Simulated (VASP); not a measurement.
# HgTe (F-43m) in VASP: further runs

Aim: see how the results for HgTe move with the level of theory and the settings. Levels: PBEsol, HSE06. Tasks: band structure.

Program: VASP 6.6.1. These are calculated values, not measurements. Logs are shortened: lines on timing, memory, paths and dates and some standing lists are left out, and cuts for length are marked.

## (1) The cell of the first run

Symmetry: F-43m, No. 216, cubic system. Conventional cell: a = 6.516 Å, b = 6.516 Å, c = 6.516 Å, α = 90.00°, β = 90.00°, γ = 90.00°. Hg (site symmetry -43m) has 4 Te at 2.82 Å within 3.7 Å. Te (site symmetry -43m) has 4 Hg at 2.82 Å within 3.7 Å.

## (2) Band structure, PBEsol

Input file INCAR:

```
SYSTEM = HgTe
PREC     = Accurate       ! precision mode
ENCUT    = 520            ! plane-wave cutoff, eV
EDIFF    = 1E-6           ! SCF threshold, eV
ISMEAR   = 0              ! smearing method
SIGMA    = 0.03           ! smearing width, eV
LREAL    = .False.        ! projectors in reciprocal space
LASPH    = .True.         ! aspherical terms in the spheres
NELM     = 80             ! most SCF steps
ALGO     = Fast           ! electronic algorithm
ISIF     = 2              ! what is computed and relaxed
LWAVE    = .False.        ! write WAVECAR
LCHARG   = .False.        ! write CHGCAR
GGA      = PS             ! functional
NBANDS   = 16             ! bands
KPAR     = 2
```

Input file KPOINTS:

```
Automatic mesh
0
Gamma
  6 6 6
  0 0 0
```

Input file POSCAR:

```
HgTe                                    
1.0
    0.0000000000      3.2580088207      3.2580088207
    3.2580088207      0.0000000000      3.2580088207
    3.2580088207      3.2580088207      0.0000000000
  Hg              Te            
     1     1
Direct
     0.0000000000000000    0.0000000000000000    0.0000000000000000
     0.2500000000000000    0.2500000000000000    0.2500000000000000
```

Input file KPOINTS_OPT:

```
explicit points
9
Reciprocal
 0.0000000000  0.0000000000  0.0000000000 1
 0.3750000000  0.3750000000  0.7500000000 1
 0.5000000000  0.5000000000  0.5000000000 1
 0.6250000000  0.2500000000  0.6250000000 1
 0.5000000000  0.2500000000  0.7500000000 1
 0.5000000000  0.0000000000  0.5000000000 1
 0.4000000000  0.0000000000  0.4000000000 1
 0.4250000000  0.0000000000  0.4250000000 1
 0.4500000000  0.0000000000  0.4500000000 1
```

Potentials or basis: VASP PAW PBE potentials, release 64 (Hg, Te).

Launch:

```sh
$ cat potpaw_PBE.64/Hg/POTCAR potpaw_PBE.64/Te/POTCAR > POTCAR
$ mpirun -np 2 vasp_std > vasp.out
```

OUTCAR:

```text
SYSTEM = HgTe
   PREC = Accurate
   ENCUT = 520
   EDIFF = 1E-6
   ISMEAR = 0
   LREAL = .False.
   LASPH = .True.
   NELM = 80
   ISIF = 2
   GGA = PS

 ion  position               nearest neighbor table
   1  0.000  0.000  0.000-   2 2.82   2 2.82   2 2.82   2 2.82
   2  0.250  0.250  0.250-   1 2.82   1 2.82   1 2.82   1 2.82

  LATTYP: Found a face centered cubic cell.
 ALAT       =     6.5160176414

  Lattice vectors:

 A1 = (   0.0000000000,   3.2580088207,   3.2580088207)
 A2 = (   3.2580088207,   0.0000000000,   3.2580088207)
 A3 = (   3.2580088207,   3.2580088207,   0.0000000000)

Analysis of symmetry for initial positions (statically):
=====================================================================
 Subroutine PRICEL returns:
 Original cell was already a primitive cell.

 Routine SETGRP: Setting up the symmetry group for a
 face centered cubic supercell.

 Subroutine GETGRP returns: Found 24 space group operations
 (whereof 24 operations were pure point group operations)
 out of a pool of 48 trial point group operations.

The static configuration has the point symmetry T_d .

Analysis of symmetry for dynamics (positions and initial velocities):
=====================================================================
 Subroutine PRICEL returns:
 Original cell was already a primitive cell.

 Routine SETGRP: Setting up the symmetry group for a
 face centered cubic supercell.

 Subroutine GETGRP returns: Found 24 space group operations
 (whereof 24 operations were pure point group operations)
 out of a pool of 48 trial point group operations.

The dynamic configuration has the point symmetry T_d .

 Subroutine INISYM returns: Found 24 space group operations
 (whereof 24 operations are pure point group operations),
 and found     1 'primitive' translations

----------------------------------------------------------------------------------------

                                     Primitive cell

  volume of cell :      69.1651

  direct lattice vectors                    reciprocal lattice vectors
     0.000000000  3.258008821  3.258008821    -0.153467970  0.153467970  0.153467970
     3.258008821  0.000000000  3.258008821     0.153467970 -0.153467970  0.153467970
     3.258008821  3.258008821  0.000000000     0.153467970  0.153467970 -0.153467970

  length of vectors
     4.607520261  4.607520261  4.607520261     0.265814321  0.265814321  0.265814321

  position of ions in fractional coordinates (direct lattice)
     0.000000000  0.000000000  0.000000000
     0.250000000  0.250000000  0.250000000

  ion indices of the primitive-cell ions
   primitive index   ion index
                 1           1
                 2           2

----------------------------------------------------------------------------------------

 KPOINTS: Automatic mesh

Automatic generation of k-mesh.
 Grid dimensions read from file:
 generate k-points for:    6    6    6

 Generating k-lattice:

  Cartesian coordinates                     Fractional coordinates (reciprocal lattice)
    -0.025577995  0.025577995  0.025577995     0.166666667  0.000000000  0.000000000
     0.025577995 -0.025577995  0.025577995     0.000000000  0.166666667  0.000000000
     0.025577995  0.025577995 -0.025577995     0.000000000  0.000000000  0.166666667

  Length of vectors
     0.044302387  0.044302387  0.044302387

  Shift w.r.t. Gamma in fractional coordinates (k-lattice)
     0.000000000  0.000000000  0.000000000

 Subroutine IBZKPT returns following result:
 ===========================================

 Found     16 irreducible k-points:

 Following reciprocal coordinates:
            Coordinates               Weight
  0.000000  0.000000  0.000000      1.000000
  0.166667  0.000000  0.000000      8.000000
  0.333333  0.000000  0.000000      8.000000
  0.500000  0.000000  0.000000      4.000000
  0.166667  0.166667  0.000000      6.000000
  0.333333  0.166667  0.000000     24.000000
[... 8 lines left out ...]
 -0.333333  0.333333  0.166667     24.000000
 -0.333333  0.500000  0.166667     12.000000
   k-points           NKPTS =     16   k-points in BZ     NKDIM =     16   number of bands    NBANDS=     16
   number of dos      NEDOS =    301   number of ions     NIONS =      2
   total plane-waves  NPLWV =  46656
   dimension x,y,z NGX =    36 NGY =   36 NGZ =   36
   dimension x,y,z NGXF=    72 NGYF=   72 NGZF=   72
   ions per type =               1   1
   NGX,Y,Z   is equivalent  to a cutoff of  12.99, 12.99, 12.99 a.u.
   NGXF,Y,Z  is equivalent  to a cutoff of  25.98, 25.98, 25.98 a.u.
 SYSTEM =  HgTe
   PREC   = accura    normal or accurate (medium, high low for compatibility)
   ISTART =      0    job   : 0-new  1-cont  2-samecut
   ICHARG =      2    charge: 1-file 2-atom 10-const
   ISPIN  =      1    spin polarized calculation?
   LNONCOLLINEAR =      F non collinear calculations
   LSORBIT =      F    spin-orbit coupling
   LASPH  =      T    aspherical Exc in radial PAW
   ENCUT  =  520.0 eV  38.22 Ry    6.18 a.u.   8.57  8.57  8.57*2*pi/ulx,y,z
   NELM   =     80;   NELMIN=  2; NELMDL= -5     # of ELM steps
   EDIFF  = 0.1E-05   stopping-criterion for ELM
   LREAL  =      F    real-space projection
   EDIFFG = 0.1E-04   stopping-criterion for IOM
   NSW    =      0    number of steps for IOM
   IBRION =     -1    ionic relax: 0-MD 1-quasi-New 2-CG
   NFREE  =      0    steps in history (QN), initial steepest desc. (CG)
   ISIF   =      2    stress and relaxation
   ISYM   =      2    0-nonsym 1-usesym 2-fastsym
   POTIM  = 0.5000    time-step for ionic-motion
   TEBEG  =    0.0;   TEEND  =   0.0 temperature during run
   PSTRESS=    0.0 pullay stress
   NELECT =      18.0000    total number of electrons
   NUPDOWN=      -1.0000    fix difference up-down
   EMIN   =  10.00;   EMAX   =-10.00  energy-range for DOS
   EFERMI =   0.00;   METHOD = LEGACY
   ISMEAR =     0;   SIGMA  =   0.03  broadening in eV -4-tet -1-fermi 0-gaus
   EFERMI_NEDOS =   21; number of points for ismear=-14 and -15
   IALGO  =     68    algorithm
   IMIX   =      4    mixing-type and parameters
     AMIX     =   0.40;   BMIX     =  1.00
     AMIX_MAG =   1.60;   BMIX_MAG =  1.00
  volume/ion in A,a.u.               =      34.58       233.37
  Fermi-wavevector in a.u.,A,eV,Ry     =   1.045210  1.975160 14.863864  1.092463
  Thomas-Fermi vector in A             =   2.179996
   LORBIT       =      0    0 simple, 1 ext, 2 COOP (PROOUT), +10 PAW based schemes
   GGA     = PS    functional components
   LHFCALC =     F    Hartree Fock is set to
   AEXX    =    0.0000 exact exchange contribution
   IVDW    =     0    specifies the selected vdW correction
   LEPSILON=     F    determine dielectric tensor
   LRPA    =     F    only Hartree local field effects (RPA)
 non-spin polarized calculation
 RMM-DIIS sequential band-by-band and
 Gauss-broadening in eV      SIGMA  =   0.03
  energy-cutoff  :      520.00
  volume of cell :       69.17
 maximum number of plane-waves:      1892
 NGX is ok and might be reduce to    36
   NGX = 17   NGY = 17   NGZ = 17

 number of electron      18.0000002 magnetization

 Free energy of the ion-electron system (eV)
  ---------------------------------------------------
  ext. energy  EPLUGINS =         0.00000000
  ---------------------------------------------------
  free energy    TOTEN  =        -4.36443218 eV

  energy without entropy =       -4.36421793  energy(sigma->0) =       -4.36432505

 E-fermi :   2.7157     XC(G=0):  -8.8251

 val. band max:        2.7065298580   @ k =   0.0000   0.0000   0.0000
 cond. band min:       3.3401705123   @ k =   0.5000   0.0000   0.0000
 fundamental gap:      0.6336406543
 Fermi energy:         2.7156669423

 k-point     1 :       0.0000    0.0000    0.0000
  band No.  band energies     occupation
      1      -9.1454      2.00000
      2      -4.5053      2.00000
      3      -4.5053      2.00000
      4      -4.5053      2.00000
      5      -3.9992      2.00000
      6      -3.9992      2.00000
[... 8 lines left out ...]
     15      12.2064      0.00000
     16      12.2075      0.00000

 k-point     2 :       0.1667    0.0000    0.0000
  band No.  band energies     occupation
      1      -9.0178      2.00000
      2      -4.4708      2.00000
      3      -4.4708      2.00000
      4      -4.4509      2.00000
      5      -4.0019      2.00000
      6      -4.0019      2.00000
[... 8 lines left out ...]
     15      11.2089      0.00000
     16      11.2089      0.00000

 k-point     3 :       0.3333    0.0000    0.0000
  band No.  band energies     occupation
      1      -8.7438      2.00000
      2      -4.4110      2.00000
      3      -4.4110      2.00000
      4      -4.1722      2.00000
      5      -3.9933      2.00000
      6      -3.9933      2.00000
[... 8 lines left out ...]
     15      11.5124      0.00000
     16      11.5124      0.00000

 k-point     4 :       0.5000    0.0000    0.0000
  band No.  band energies     occupation
      1      -8.5966      2.00000
      2      -4.3878      2.00000
      3      -4.3878      2.00000
      4      -3.9795      2.00000
      5      -3.9795      2.00000
      6      -3.7131      2.00000
[... 8 lines left out ...]
     15      12.6723      0.00000
     16      12.6723      0.00000
[... 172 lines left out ...]
 k-point    14 :       0.5000    0.3333    0.1667
  band No.  band energies     occupation
      1      -8.5545      2.00000
      2      -4.3426      2.00000
      3      -4.3162      2.00000
      4      -4.1442      2.00000
      5      -3.9765      2.00000
      6      -3.8613      2.00000
[... 8 lines left out ...]
     15      12.8183      0.00000
     16      13.7128      0.00000

 k-point    15 :      -0.3333    0.3333    0.1667
  band No.  band energies     occupation
      1      -8.4549      2.00000
      2      -4.3195      2.00000
      3      -4.2859      2.00000
      4      -4.0468      2.00000
      5      -4.0085      2.00000
      6      -3.5629      2.00000
[... 8 lines left out ...]
     15      12.9139      0.00000
     16      13.6226      0.00000

 k-point    16 :      -0.3333    0.5000    0.1667
  band No.  band energies     occupation
      1      -8.4054      2.00000
      2      -4.2990      2.00000
      3      -4.2343      2.00000
      4      -4.1140      2.00000
      5      -3.9826      2.00000
      6      -3.4586      2.00000
[... 8 lines left out ...]
     15      13.4978      0.00000
     16      13.7745      0.00000

------------------------ aborting loop because EDIFF is reached ----------------------------------------

  FORCE on cell =-STRESS in cart. coord.  units (eV):
  Direction    XX          YY          ZZ          XY          YZ          ZX
  --------------------------------------------------------------------------------------
  -------------------------------------------------------------------------------------
  Total        0.0173165      0.0173165      0.0173165      0.0000000      0.0000000      0.0000000
  in kB        0.4011290      0.4011290      0.4011290      0.0000000      0.0000000      0.0000000
  external PRESSURE =       0.4011290 kB  Pullay stress =       0.0000000 kB

 VOLUME and BASIS-vectors are now :
 -----------------------------------------------------------------------------
  energy-cutoff  :      520.00
  volume of cell :       69.17
      direct lattice vectors                 reciprocal lattice vectors
     0.000000000  3.258008821  3.258008821    -0.153467970  0.153467970  0.153467970
     3.258008821  0.000000000  3.258008821     0.153467970 -0.153467970  0.153467970
     3.258008821  3.258008821  0.000000000     0.153467970  0.153467970 -0.153467970

 POSITION                                       TOTAL-FORCE (eV/Angst)
 -----------------------------------------------------------------------------------
      0.00000      0.00000      0.00000        -0.000000     -0.000000     -0.000000
      1.62900      1.62900      1.62900         0.000000      0.000000      0.000000
 -----------------------------------------------------------------------------------
    total drift:                               -0.000000     -0.000000     -0.000000

  FREE ENERGIE OF THE ION-ELECTRON SYSTEM (eV)
  ---------------------------------------------------
  free  energy   TOTEN  =        -4.3644321811 eV

  energy  without entropy=       -4.3642179279  energy(sigma->0) =       -4.36432505
```

Wall time 19 s (2 MPI ranks of Intel Xeon Platinum 8259CL at 2.50GHz (Skylake/Cascade Lake), shared host); peak memory 0.2 GiB.

What came out:

* Free energy: -4.3644 eV
* Pressure: 0.0 GPa
* Band gap along the path: zero within the smearing

Levels at points of the mesh, in eV from the Fermi level:
| k point | band 5 | band 6 | band 7 | band 8 | band 9 | band 10 | band 11 | band 12 | band 13 | band 14 |
| --- | --- | --- | --- | --- | --- | --- | --- | --- | --- | --- |
| (0.00, 0.00, 0.00) | -6.71 | -6.71 | -0.87 | -0.01 | -0.01 | -0.01 | 4.21 | 4.21 | 4.21 | 6.31 |
| (0.50, 0.00, 0.00) | -6.70 | -6.43 | -5.39 | -0.96 | -0.96 | 0.62 | 4.99 | 4.99 | 6.72 | 7.71 |
| (0.50, 0.50, 0.00) | -6.66 | -6.29 | -5.35 | -2.20 | -2.20 | 1.84 | 2.43 | 8.00 | 8.71 | 8.71 |

Caveat: the PAW data sets were made with another functional, which shifts forces and pressure a little; spin-orbit coupling is left out, which moves the levels of the heavy elements.

## (3) Band structure, HSE06

POSCAR is that of step 2.

Input file INCAR.step1:

```
SYSTEM = HgTe
PREC     = Accurate       ! precision mode
ENCUT    = 520            ! plane-wave cutoff, eV
EDIFF    = 1E-5           ! SCF threshold, eV
ISMEAR   = 0              ! smearing method
SIGMA    = 0.03           ! smearing width, eV
LREAL    = .False.        ! projectors in reciprocal space
LASPH    = .True.         ! aspherical terms in the spheres
NELM     = 80             ! most SCF steps
ALGO     = Normal         ! electronic algorithm
ISIF     = 2              ! what is computed and relaxed
LWAVE    = .True.         ! write WAVECAR
LCHARG   = .False.        ! write CHGCAR
NBANDS   = 16             ! bands
KPAR     = 2            
GGA      = PE             ! functional
```

Input file INCAR.step2:

```
SYSTEM = HgTe
PREC     = Accurate       ! precision mode
ENCUT    = 520            ! plane-wave cutoff, eV
EDIFF    = 1E-6           ! SCF threshold, eV
ISMEAR   = 0              ! smearing method
SIGMA    = 0.03           ! smearing width, eV
LREAL    = .False.        ! projectors in reciprocal space
LASPH    = .True.         ! aspherical terms in the spheres
NELM     = 80             ! most SCF steps
ALGO     = Normal         ! electronic algorithm
ISIF     = 2              ! what is computed and relaxed
LWAVE    = .False.        ! write WAVECAR
LCHARG   = .False.        ! write CHGCAR
GGA      = PE             ! functional
LHFCALC  = .True.         ! exact exchange
HFSCREEN = 0.2            ! screening, 1/A
PRECFOCK = Fast         
NBANDS   = 16             ! bands
KPAR     = 2            
ISTART   = 1
```

KPOINTS is that of step 2.

KPOINTS_OPT is that of step 2.

Potentials or basis: VASP PAW PBE potentials, release 64 (Hg, Te).

Launch:

```sh
$ cat potpaw_PBE.64/Hg/POTCAR potpaw_PBE.64/Te/POTCAR > POTCAR
$ cp INCAR.step1 INCAR
$ mpirun -np 2 vasp_std > vasp.out
$ cp INCAR.step2 INCAR
$ mpirun -np 2 vasp_std > vasp.out
```

It took 30 min on 2 MPI ranks of Intel Xeon Platinum 8259CL at 2.50GHz (Skylake/Cascade Lake), shared host; peak memory 0.36 GiB.

It converged, with:

```
Free energy             : -4.7514 eV
Pressure                : 0.9 GPa
Band gap along the path : zero within the smearing
```

Levels at points of the mesh, in eV from the Fermi level:
```tsv
k point	band 5	band 6	band 7	band 8	band 9	band 10	band 11	band 12	band 13	band 14
(0.00, 0.00, 0.00)	-7.82	-7.82	-0.17	-0.01	-0.01	-0.01	5.04	5.04	5.04	7.39
(0.50, 0.00, 0.00)	-7.80	-7.47	-5.74	-1.03	-1.03	1.36	5.86	5.86	7.72	8.84
(0.50, 0.50, 0.00)	-7.76	-7.32	-5.73	-2.37	-2.37	2.60	3.15	9.16	9.93	9.93
```

Caveat: the PAW data sets were made with another functional, which shifts forces and pressure a little; spin-orbit coupling is left out, which moves the levels of the heavy elements.
